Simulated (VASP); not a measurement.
# Sb (Cmmm) in VASP: relaxation of cell and atoms with PBE

Aim: the relaxation of cell and atoms of Sb with PBE.

Everything below comes from runs of VASP 6.6.1. Logs are shortened: lines on timing, memory, paths and dates and some standing lists are left out, and cuts for length are marked.

## (1) The cell of the first run

Symmetry: Cmmm, No. 65, orthorhombic system. The conventional cell has a = 4.378 Å, b = 4.424 Å, c = 3.102 Å, α = 90.00°, β = 90.00°, γ = 90.00°. Within 4.1 Å of Sb (site symmetry mmm) lie 6 Sb at 3.10 to 3.11 Å.

## (2) Relaxation of cell and atoms, PBE

INCAR reads:

```
  PREC = Accurate
  ENCUT = 600
  EDIFF = 1E-7
  ISMEAR = 0
  SIGMA = 0.1
  LREAL = False
  LASPH = True
  NELM = 60
  ALGO = Normal
  ISIF = 3
  LWAVE = False
  LCHARG = False
  GGA = PE
  IBRION = 2
  NSW = 100
  EDIFFG = -0.01
```

KPOINTS reads:

```
Automatic mesh
0
Gamma
  18 18 18
```

POSCAR reads:

```
Sb
1.0
    2.1890282297     -2.2118352615      0.0000000000
    2.1890282297      2.2118352615      0.0000000000
    0.0000000000      0.0000000000      3.1018362741
Sb
1
Direct
    0.5000000000      0.5000000000      0.5000000000
```

Potentials or basis: VASP PAW PBE potentials, release 64 (Sb).

Started as:

```
> cat potpaw_PBE.64/Sb/POTCAR > POTCAR
> mpirun -np 1 vasp_std > vasp.out
```

OUTCAR:

```text
PREC = Accurate
   ENCUT = 600
   EDIFF = 1E-7
   ISMEAR = 0
   LREAL = False
   LASPH = True
   NELM = 60
   ISIF = 3
   GGA = PE
   IBRION = 2
   NSW = 100
   EDIFFG = -0.01

 ion  position               nearest neighbor table
   1  0.500  0.500  0.500-

  LATTYP: Found a base centered orthorhombic cell.
 ALAT       =     4.3780564594
 B/A-ratio  =     1.0104187929
 C/A-ratio  =     0.7084961793

  Lattice vectors:

 A1 = (   2.1890282297,  -2.2118352615,   0.0000000000)
 A2 = (   2.1890282297,   2.2118352615,   0.0000000000)
 A3 = (   0.0000000000,   0.0000000000,   3.1018362741)

Analysis of symmetry for initial positions (statically):
=====================================================================
 Subroutine PRICEL returns:
 Original cell was already a primitive cell.

 Routine SETGRP: Setting up the symmetry group for a
 base centered orthorhombic supercell.

 Subroutine GETGRP returns: Found  8 space group operations
 (whereof  8 operations were pure point group operations)
 out of a pool of  8 trial point group operations.

The static configuration has the point symmetry D_2h.

Analysis of symmetry for dynamics (positions and initial velocities):
=====================================================================
 Subroutine PRICEL returns:
 Original cell was already a primitive cell.

 Routine SETGRP: Setting up the symmetry group for a
 base centered orthorhombic supercell.

 Subroutine GETGRP returns: Found  8 space group operations
 (whereof  8 operations were pure point group operations)
 out of a pool of  8 trial point group operations.

The dynamic configuration has the point symmetry D_2h.

 Subroutine INISYM returns: Found  8 space group operations
 (whereof  8 operations are pure point group operations),
 and found     1 'primitive' translations

----------------------------------------------------------------------------------------

                                     Primitive cell

  volume of cell :      30.0368

  direct lattice vectors                    reciprocal lattice vectors
     2.189028230 -2.211835262  0.000000000     0.228411856 -0.226056619  0.000000000
     2.189028230  2.211835262  0.000000000     0.228411856  0.226056619  0.000000000
     0.000000000  0.000000000  3.101836274     0.000000000  0.000000000  0.322389679

  length of vectors
     3.111922206  3.111922206  3.101836274     0.321362055  0.321362055  0.322389679

  position of ions in fractional coordinates (direct lattice)
     0.500000000  0.500000000  0.500000000

  ion indices of the primitive-cell ions
   primitive index   ion index
                 1           1

----------------------------------------------------------------------------------------

 KPOINTS: Automatic mesh

Automatic generation of k-mesh.
 Grid dimensions read from file:
 generate k-points for:   18   18   18

 Generating k-lattice:

  Cartesian coordinates                     Fractional coordinates (reciprocal lattice)
     0.012689548 -0.012558701  0.000000000     0.055555556 -0.000000000  0.000000000
     0.012689548  0.012558701  0.000000000    -0.000000000  0.055555556  0.000000000
     0.000000000  0.000000000  0.017910538     0.000000000  0.000000000  0.055555556

  Length of vectors
     0.017853448  0.017853448  0.017910538

  Shift w.r.t. Gamma in fractional coordinates (k-lattice)
     0.000000000  0.000000000  0.000000000

 Subroutine IBZKPT returns following result:
 ===========================================

 Found    910 irreducible k-points:

 Following reciprocal coordinates:
            Coordinates               Weight
  0.000000  0.000000  0.000000      1.000000
  0.055556  0.000000  0.000000      4.000000
  0.111111  0.000000  0.000000      4.000000
  0.166667 -0.000000  0.000000      4.000000
  0.222222 -0.000000  0.000000      4.000000
  0.277778 -0.000000  0.000000      4.000000
[... 16 lines left out ...]
 -0.277778  0.055556  0.000000      4.000000
 -0.222222  0.055556  0.000000      4.000000
 [... further k-points ...]
   k-points           NKPTS =    910   k-points in BZ     NKDIM =    910   number of bands    NBANDS=      6
   number of dos      NEDOS =    301   number of ions     NIONS =      1
   total plane-waves  NPLWV =  21952
   dimension x,y,z NGX =    28 NGY =   28 NGZ =   28
   dimension x,y,z NGXF=    56 NGYF=   56 NGZF=   56
   ions per type =               1
   NGX,Y,Z   is equivalent  to a cutoff of  14.96, 14.96, 15.01 a.u.
   NGXF,Y,Z  is equivalent  to a cutoff of  29.92, 29.92, 30.01 a.u.
 SYSTEM =  unknown system
   PREC   = accura    normal or accurate (medium, high low for compatibility)
   ISTART =      0    job   : 0-new  1-cont  2-samecut
   ICHARG =      2    charge: 1-file 2-atom 10-const
   ISPIN  =      1    spin polarized calculation?
   LNONCOLLINEAR =      F non collinear calculations
   LSORBIT =      F    spin-orbit coupling
   LASPH  =      T    aspherical Exc in radial PAW
   ENCUT  =  600.0 eV  44.10 Ry    6.64 a.u.   6.22  6.22  6.20*2*pi/ulx,y,z
   NELM   =     60;   NELMIN=  2; NELMDL= -5     # of ELM steps
   EDIFF  = 0.1E-06   stopping-criterion for ELM
   LREAL  =      F    real-space projection
   EDIFFG = -.1E-01   stopping-criterion for IOM
   NSW    =    100    number of steps for IOM
   IBRION =      2    ionic relax: 0-MD 1-quasi-New 2-CG
   NFREE  =      1    steps in history (QN), initial steepest desc. (CG)
   ISIF   =      3    stress and relaxation
   ISYM   =      2    0-nonsym 1-usesym 2-fastsym
   POTIM  = 0.5000    time-step for ionic-motion
   TEBEG  =    0.0;   TEEND  =   0.0 temperature during run
   PSTRESS=    0.0 pullay stress
   NELECT =       5.0000    total number of electrons
   NUPDOWN=      -1.0000    fix difference up-down
   EMIN   =  10.00;   EMAX   =-10.00  energy-range for DOS
   EFERMI =   0.00;   METHOD = LEGACY
   ISMEAR =     0;   SIGMA  =   0.10  broadening in eV -4-tet -1-fermi 0-gaus
   EFERMI_NEDOS =   21; number of points for ismear=-14 and -15
   IALGO  =     38    algorithm
   IMIX   =      4    mixing-type and parameters
     AMIX     =   0.40;   BMIX     =  1.00
     AMIX_MAG =   1.60;   BMIX_MAG =  1.00
  volume/ion in A,a.u.               =      30.04       202.70
  Fermi-wavevector in a.u.,A,eV,Ry     =   0.900562  1.701816 11.034498  0.811013
  Thomas-Fermi vector in A             =   2.023535
   LORBIT       =      0    0 simple, 1 ext, 2 COOP (PROOUT), +10 PAW based schemes
   GGA     = PE    functional components
   LHFCALC =     F    Hartree Fock is set to
   AEXX    =    0.0000 exact exchange contribution
   IVDW    =     0    specifies the selected vdW correction
   LEPSILON=     F    determine dielectric tensor
   LRPA    =     F    only Hartree local field effects (RPA)
 conjugate gradient relaxation of ions
 non-spin polarized calculation
 Gauss-broadening in eV      SIGMA  =   0.10
  energy-cutoff  :      600.00
  volume of cell :       30.04
 maximum number of plane-waves:      1021
 NGX is ok and might be reduce to    28
   NGX = 13   NGY = 13   NGZ = 13

--------------------------------------- Ionic step        1  -------------------------------------------

 number of electron       5.0000000 magnetization

 Free energy of the ion-electron system (eV)
  ---------------------------------------------------
  ext. energy  EPLUGINS =         0.00000000
  ---------------------------------------------------
  free energy    TOTEN  =        -4.09369310 eV

  energy without entropy =       -4.09130165  energy(sigma->0) =       -4.09249737

------------------------ aborting loop because EDIFF is reached ----------------------------------------

  FORCE on cell =-STRESS in cart. coord.  units (eV):
  Direction    XX          YY          ZZ          XY          YZ          ZX
  --------------------------------------------------------------------------------------
  -------------------------------------------------------------------------------------
  Total        0.0036376     -0.0435780      0.0539094      0.0000000      0.0000000      0.0000000
  in kB        0.1940301     -2.3244756      2.8755586      0.0000000      0.0000000      0.0000000
  external PRESSURE =       0.2483710 kB  Pullay stress =       0.0000000 kB
[... 125 lines left out ...]
  energy  without entropy=       -4.0914415128  energy(sigma->0) =       -4.09264946

--------------------------------------- Ionic step        5  -------------------------------------------

 number of electron       5.0000000 magnetization

 Free energy of the ion-electron system (eV)
  ---------------------------------------------------
  ext. energy  EPLUGINS =         0.00000000
  ---------------------------------------------------
  free energy    TOTEN  =        -4.09389507 eV

  energy without entropy =       -4.09148112  energy(sigma->0) =       -4.09268809

 E-fermi :   7.0806     XC(G=0):  -9.5950

 val. band max:        7.0759367435   @ k =  -0.2778   0.2778   0.2778
 cond. band min:       7.1127099698   @ k =   0.0556   0.0000   0.1667
 fundamental gap:      0.0367732263
 Fermi energy:         7.0805613591

 k-point     1 :       0.0000    0.0000    0.0000
  band No.  band energies     occupation
      1      -5.2841      2.00000
      2      10.2963      0.00000
      3      10.3009      0.00000
      4      10.3027      0.00000
      5      13.9612      0.00000
      6      13.9637      0.00000

 k-point     2 :       0.0556    0.0000    0.0000
  band No.  band energies     occupation
      1      -5.2396      2.00000
      2       9.6891      0.00000
      3      10.3402      0.00000
      4      10.3457      0.00000
      5      13.9972      0.00000
      6      14.3751      0.00000
[... 190 lines left out ...]
 k-point    24 :      -0.2222    0.0556    0.0000
  band No.  band energies     occupation
      1      -4.5448      2.00000
      2       5.7743      2.00000
      3      10.3573      0.00000
      4      11.0013      0.00000
      5      14.7897      0.00000
      6      15.7878      0.00000

 [... further k-points ...]

------------------------ aborting loop because EDIFF is reached ----------------------------------------

  FORCE on cell =-STRESS in cart. coord.  units (eV):
  Direction    XX          YY          ZZ          XY          YZ          ZX
  --------------------------------------------------------------------------------------
  -------------------------------------------------------------------------------------
  Total        0.0087366      0.0071571      0.0042651     -0.0000000      0.0000000      0.0000000
  in kB        0.4660619      0.3818022      0.2275253     -0.0000000      0.0000000      0.0000000
  external PRESSURE =       0.3584631 kB  Pullay stress =       0.0000000 kB
[... 16 lines left out ...]
  FREE ENERGIE OF THE ION-ELECTRON SYSTEM (eV)
  ---------------------------------------------------
  free  energy   TOTEN  =        -4.0938950671 eV

  energy  without entropy=       -4.0914811180  energy(sigma->0) =       -4.09268809

 reached required accuracy - stopping structural energy minimisation
```

Run time: 8.5 min. Hardware: 1 thread of Oxide Virtual Turin-like, shared host; peak memory 0.33 GiB.

Results:

| Property | Result |
| --- | --- |
| Free energy | -4.0939 eV |
| Relaxed volume | 30.03 Å³/atom |
| Relaxed cell | a = 3.108 Å, b = 3.108 Å, c = 3.109 Å, α = 90.00°, β = 90.00°, γ = 90.02° |
| Space group after relaxing (to 0.1 Å) | Pm-3m (No. 221) |
| Energy gained by relaxing | 0.2 meV/atom |
| Ionic steps | 5 |
| Pressure after relaxing | 0.0 GPa |
| Band gap on the k mesh | zero (an odd number of electrons rules out a gap without spin polarisation) |

Step by step:
```csv
step,energy change (eV),largest force (eV/Å),pressure (GPa),volume (Å³)
1,0.0000,0.0000,0.02,30.04
2,-0.0001,0.0000,-0.01,30.06
3,-0.0001,0.0000,-0.01,30.06
4,-0.0002,0.0000,0.00,30.05
5,-0.0002,0.0000,0.04,30.03
```

Final structure:
```
Sb
1.0
     2.19741   -2.19824    0.00000
     2.19741    2.19824    0.00000
     0.00000    0.00000    3.10880
Sb
1
Direct
  0.50000 0.50000 0.50000
```

Levels at points of the mesh, in eV from the Fermi level:
```tsv
k point	band 1	band 2	band 3	band 4	band 5	band 6
(0.00, 0.00, 0.00)	-12.36	3.22	3.22	3.22	6.88	6.88
(0.50, 0.00, 0.00)	-9.97	-5.56	5.20	5.21	8.95	10.55
(0.50, 0.50, 0.00)	-7.43	-3.54	-3.53	2.18	7.22	12.75
(0.00, 0.00, 0.50)	-9.97	-5.56	5.20	5.21	8.95	10.55
(0.50, 0.00, 0.50)	-7.43	-3.54	-3.53	2.18	7.22	12.75
(0.50, 0.50, 0.50)	-4.60	-1.64	-1.63	-1.63	4.81	4.81
```

Caveat: spin-orbit coupling is left out, which moves the levels of the heavy elements.

The gap in the log of VASP goes by the Fermi energy; the results here count the filled bands.